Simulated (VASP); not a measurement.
Here is a VASP 6.6.1 calculation.

Contents of INCAR:

```
SYSTEM = AlSi8NO16
PREC = Accurate
ENCUT = 520
EDIFF = 1E-7
ISMEAR = -1
SIGMA = 0.1379
LREAL = Auto
LASPH = .TRUE.
NELM = 60
ALGO = Normal
ISIF = 2
LWAVE = .FALSE.
LCHARG = .TRUE.
GGA = PE
LELF = .TRUE.
LVHAR = .TRUE.
NBANDS = 87
ISYM = 0
```

The input KPOINTS:

```
Automatic mesh
0
Gamma
  1 1 1
  0.25 0.25 0.25
```

File POSCAR:

```
AlSi8NO16
1.0
    7.6361610000     -0.1511100000     -0.0835260000
   -0.1511100000      7.3133010000     -0.0381800000
   -0.0835260000     -0.0381800000      6.8622450000
Al N Si O
1 1 8 16
Direct
    0.4253246581      0.6949420594      0.6743753036
    0.5450909614      0.4184802850      0.6798216684
    0.5920682946      0.6050583472      0.2939857472
    0.7693699811      0.3773031945      0.5820673603
    1.0281616941      0.6841969140      0.6603840102
    0.2315974249      0.6684084991      0.2605777327
    0.3877503388      0.9968254530      0.0303464873
    0.0704857460      0.0172930197      0.8552110337
    0.9173715207      0.0392488503      0.4669891405
    0.7840063642      0.0038533914      0.1400945373
    0.3997555218      0.5335871818      0.2429443044
    0.3016306892      0.8633195631      0.2000369479
    0.2235037046      0.6286939259      0.5758845545
    0.5799405697      0.1045964274      0.1301031379
    0.0908043613      0.0857521357      0.6363733066
    0.4683306436      0.8538077075      0.8612445582
    0.7501116009      0.4615572776      0.3600559406
    0.7020828119      0.7501437213      0.1502905618
    0.9061464120      0.5052426249      0.7371558358
    0.4480395191      0.2967807668      0.7571458085
    0.8717335493      0.0518715652      0.9462732492
    0.1136655163      0.7838768010      0.8626243222
    0.1996242651      0.1081274412     -0.0111236014
    0.5930202345      0.7381618952      0.5010696396
    0.7739727980      0.1588731448      0.6269014919
    0.9580081583      0.8166185093      0.4813867887
```

Potentials or basis: VASP PAW PBE potentials, release 64 (Al, N, Si, O).

Command:

```bash
$ cat potpaw_PBE.64/Al/POTCAR potpaw_PBE.64/N/POTCAR potpaw_PBE.64/Si/POTCAR potpaw_PBE.64/O/POTCAR > POTCAR
$ mpirun -np 1 vasp_std > vasp.out
```

Task: Estimate the band gap on the k mesh.

Result: 0.41 eV.

Task: What does it give for the pressure?

Result: -0.7 GPa.

Task: What does it give for the largest force?

Result: 8.931 eV/Å.

Forces in eV/Å, atoms in the order of the input:
```
Al   3.299 -0.071  0.110
N   -1.099  0.979  1.179
Si   4.830  4.291  2.272
Si  -1.959  1.242  1.365
Si   1.141 -0.797  0.282
Si  -2.559 -2.632  0.202
Si   3.275 -1.433  0.197
Si  -4.935 -3.881 -3.177
Si  -0.133 -0.403  2.807
Si  -5.942 -3.141  2.555
O   -0.467 -1.583 -0.980
O    1.177  2.491  0.242
O   -0.925 -0.321 -1.127
O   -0.446 -1.008 -0.462
O   -0.630  0.960 -2.208
O   -1.617  1.505  0.798
O    0.015 -1.527  0.470
O    0.798  2.045 -0.574
O   -0.269  0.058 -2.393
O    0.811  0.098 -0.476
O    2.566 -0.197 -1.905
O   -2.530  2.113 -0.704
O    6.966  3.239  4.555
O   -1.660 -0.789 -0.532
O    1.350 -0.640 -3.354
O   -1.059 -0.596  0.859
```

Caveat: the k points lie up to 0.92 Å⁻¹ apart.
